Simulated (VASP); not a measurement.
Wanted: the native input for a VASP 6.6.1 run.

```yaml
Task: single point
Functional: PBE
Potentials_or_basis: VASP PAW PBE potentials, release 64 (Lu)
Cutoff: 520 eV
k_mesh: 12 × 12 × 6
Occupations: fermi-dirac, width 0.05 eV
Spin: no spin polarisation
Dipole_correction: no
Further_INCAR_settings: ALGO = Normal; EDIFF = 1e-07; NBANDS = 32
```

The structure of Lu lies in POSCAR:

```
Lu
1.0
    3.5506054886      0.0000000000      0.0000000000
   -1.7753027443      3.0749145519      0.0000000000
    0.0000000000      0.0000000000      5.5367646680
Lu
2
Direct
    0.3333333333      0.6666666667      0.2500000000
    0.6666666667      0.3333333333      0.7500000000
```

One way to write it, as run:

INCAR

```
PREC     = Accurate       # precision mode
ENCUT    = 520            # plane-wave cutoff, eV
EDIFF    = 1E-7           # SCF threshold, eV
ISMEAR   = -1             # smearing method
SIGMA    = 0.05           # smearing width, eV
LREAL    = F              # projectors in reciprocal space
LASPH    = T              # aspherical terms in the spheres
NELM     = 100            # most SCF steps
ALGO     = Normal         # electronic algorithm
ISIF     = 2              # what is computed and relaxed
LWAVE    = F              # write WAVECAR
LCHARG   = T              # write CHGCAR
GGA      = PE             # functional
LELF     = T              # ELF
LVHAR    = T            
NBANDS   = 32             # bands
```

KPOINTS

```
Automatic mesh
0
Gamma
  12 12 6
```

Potentials or basis: VASP PAW PBE potentials, release 64 (Lu).

Command:

```console
$ cat potpaw_PBE.64/Lu/POTCAR > POTCAR
$ mpirun -np 1 vasp_std > vasp.out
```

It gave:

The pressure is -1.6 GPa and the band gap on the k mesh is zero (bands 25 and 26 overlap by 1.79 eV).

Caveat: spin-orbit coupling is left out, which moves the levels of the heavy elements.

Wall time 3.8 min on 1 thread of Intel Xeon 8259CL (shared host), peak memory 0.27 GiB.
